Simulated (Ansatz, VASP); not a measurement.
## SiC in VASP and in Ansatz

```
Si C
1.0
     5.38356    0.00000    0.00000
    -2.69178    4.66230    0.00000
     0.00000    0.00000    3.89095
Si C
3 3
Direct
  0.50000 0.00000 0.50000
  0.00000 0.50000 0.50000
  0.50000 0.50000 0.50000
  0.00000 0.00000 0.50000
  0.00000 0.00000 0.83737
  0.00000 0.00000 0.16263
```

Alike in both runs: functional PBE; k mesh 3 × 3 × 6; occupations gaussian, width 0.1 eV; no spin polarisation.

Ansatz relaxed the structure, and its values are those at the end. VASP's run is a single point on that final structure, the one shown.

|  | VASP | Ansatz |
| --- | --- | --- |
| version | VASP 6.6.1 | Ansatz 0.2.0 |
| potentials or method | VASP PAW PBE potentials, release 64 (Si, C), cutoff 520 eV | scalar-relativistic, plane waves, PAW |
| valence electrons in the cell | 24 | 24 |

|  | VASP | Ansatz | Ansatz less VASP |
| --- | --- | --- | --- |
| gap on the k mesh at the Fermi level (eV) | none | none | - |
| pressure (GPa) | -0.3 | -0.3 | +0.05 |
| rms of the force components (eV/Å) | 0.006 | 0.003 | -0.0030 |

A gap of «none» marks a metal or a gap that the smearing closes.

The k mesh is coarse, so the values compare programs but aren't converged.
